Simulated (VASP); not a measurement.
A run of VASP 6.6.1 is set up as follows.

INCAR

```
ALGO = Normal
EDIFF = 1E-6
EDIFFG = -0.04
ENCUT = 600
GGA = PE
IBRION = 2
ISIF = 3
ISMEAR = 0
LASPH = True
LCHARG = False
LREAL = False
LWAVE = False
NELM = 80
NSW = 90
PREC = Accurate
SIGMA = 0.1
```

File KPOINTS:

```
k-points
0
Gamma
  6 6 2
```

POSCAR

```
CdHg2Te3
1.0
    3.9381619700     -2.2736988700      0.0000000000
    3.9381619700      2.2736988700      0.0000000000
    0.0000000000      0.0000000000     10.1501364500
Cd Hg Te
1 2 3
Direct
    0.3116808500      0.6883191500      0.5000000000
    0.6883191500      0.0000000000      0.8333333300
    0.0000000000      0.3116808500      0.1666666700
    0.5137171700      0.0000000000      0.3333333300
    0.4862828300      0.5137171700      0.0000000000
    0.0000000000      0.4862828300      0.6666666700
```

Potentials or basis: VASP PAW PBE potentials, release 64 (Cd, Hg, Te).

Command:

```bash
$ cat potpaw_PBE.64/Cd/POTCAR potpaw_PBE.64/Hg/POTCAR potpaw_PBE.64/Te/POTCAR > POTCAR
$ mpirun -np 1 vasp_std > vasp.out
```

**Question.** Predict the space group after relaxing (to 0.1 Å).

**Answer.** C2 (No. 5).

**Question.** Predict the relaxed cell.

**Answer.** a = 4.660 Å, b = 4.660 Å, c = 10.564 Å, α = 93.81°, β = 93.81°, γ = 63.15°.

**Question.** What does it give for the band gap on the k mesh?

**Answer.** 0.72 eV (least direct gap 0.80 eV).

Final structure:
```
Cd Hg Te
1.0
     3.96733   -2.44025   -0.15872
     3.96733    2.44025   -0.15872
    -0.40194    0.00000   10.55640
Cd Hg Te
1 2 3
Direct
  0.37317 0.62683 0.50000
  0.68210 0.99374 0.83433
  0.00626 0.31790 0.16567
  0.49068 0.03567 0.34344
  0.48346 0.51654 0.00000
  0.96432 0.50932 0.65656
```

Caveat: spin-orbit coupling is left out, which moves the levels of the heavy elements. A k mesh can miss the band edges.
